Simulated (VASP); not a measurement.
Here is a VASP 6.6.1 calculation.

Contents of INCAR:

```
SYSTEM = CsPbCl3
  PREC = Accurate
  ENCUT = 520
  EDIFF = 1E-6
  ISMEAR = 0
  SIGMA = 0.05
  LREAL = .False.
  LASPH = .True.
  NELM = 150
  ALGO = Normal
  ISIF = 2
  LWAVE = .False.
  LCHARG = .False.
  MAGMOM = 0 0 0 0 0 0 0 0 0 0 0 0 0 0 0
  LORBIT = 11
  LSORBIT = .True.
  GGA_COMPAT = .False.
  LORBMOM = .True.
  GGA = PE
  NBANDS = 59
```

File KPOINTS:

```
Automatic mesh
0
Gamma
  4 4 4
  0.5 0.5 0.5
```

POSCAR

```
CsPbCl3
1.0
    5.7329349710      0.0000000000      0.0000000000
    0.0000000000      5.7329349710      0.0000000000
    0.0000000000      0.0000000000      5.7329349710
Cs Pb Cl
1 1 3
Direct
    0.0000000000      0.0000000000      0.0000000000
    0.5000000000      0.5000000000      0.5000000000
    0.0000000000      0.5000000000      0.5000000000
    0.5000000000      0.5000000000      0.0000000000
    0.5000000000      0.0000000000      0.5000000000
```

Potentials or basis: VASP PAW PBE potentials, release 64 (Cs_sv, Pb_d, Cl).

Command:

```sh
$ cat potpaw_PBE.64/Cs_sv/POTCAR potpaw_PBE.64/Pb_d/POTCAR potpaw_PBE.64/Cl/POTCAR > POTCAR
$ mpirun -np 1 vasp_ncl > vasp.out
```

(1) What does it give for the pressure?

(2) What does it give for the net moment?

## Answers

(1) -0.2 GPa.

(2) 0.00 μB per cell.
